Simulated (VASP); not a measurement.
Here is a VASP 6.6.1 calculation.

INCAR

```
PREC = Accurate
ENCUT = 500
EDIFF = 1E-6
ISMEAR = 0
SIGMA = 0.1
LREAL = False
LASPH = True
NELM = 120
ALGO = Normal
ISIF = 2
LWAVE = False
LCHARG = False
GGA = PE
NBANDS = 17
GGA_COMPAT = False
```

The input KPOINTS:

```
regular mesh
0
Gamma
  6 6 4
```

Contents of POSCAR:

```
TeW
1.0
    3.3539049391      0.0000000000      0.0000000000
    0.0000000000      3.3539049391      0.0000000000
    0.0000000000      0.0000000000      3.3001506870
Te W
1 1
Direct
    0.5000000000      0.5000000000      0.5000000000
    0.0000000000      0.0000000000      0.0000000000
```

Potentials or basis: VASP PAW PBE potentials, release 64 (Te, W_sv).

Command:

```console
$ cat potpaw_PBE.64/Te/POTCAR potpaw_PBE.64/W_sv/POTCAR > POTCAR
$ mpirun -np 1 vasp_std > vasp.out
```

(1) Estimate the pressure.

(2) What does it give for the band gap on the k mesh?

Results:

(1) 0.2 GPa.

(2) zero (band 10 reaches 13.65 eV, above the bottom of band 11 at 11.76 eV).

Caveat: the k points lie up to 0.48 Å⁻¹ apart; spin-orbit coupling is left out, which moves the levels of the heavy elements.
